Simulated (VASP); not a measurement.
A run of VASP 6.6.1:

File INCAR:

```
SYSTEM = SnTe
  PREC = Accurate
  ENCUT = 500
  EDIFF = 1E-6
  ISMEAR = 0
  SIGMA = 0.03
  LREAL = .False.
  LASPH = .True.
  NELM = 120
  ALGO = Normal
  ISIF = 2
  LWAVE = .False.
  LCHARG = .False.
  GGA = PS
  NBANDS = 17
  GGA_COMPAT = .False.
```

KPOINTS

```
regular mesh
0
Gamma
  10 10 10
  0 0 0
```

Contents of POSCAR:

```
SnTe
1.0
    0.0000000000      2.9986750000      3.0775875000
    2.9986750000      0.0000000000      3.0775875000
    2.9986750000      2.9986750000      0.0000000000
Sn Te
1 1
Direct
    0.0000000000      0.0000000000      0.0000000000
    0.5000000000      0.5000000000      0.5000000000
```

Potentials or basis: VASP PAW PBE potentials, release 64 (Sn_d, Te).

The run is started by

```bash
$ cat potpaw_PBE.64/Sn_d/POTCAR potpaw_PBE.64/Te/POTCAR > POTCAR
$ mpirun -np 1 vasp_std > vasp.out
```

Hardware: 1 thread of Intel Xeon 8259CL, with other jobs on the host.

Q: How long does it take, and how much memory?

A: It took 88 s on 1 thread of Intel Xeon 8259CL (shared host), peak memory 0.24 GiB. Counts: scf iterations 11, k points 102.
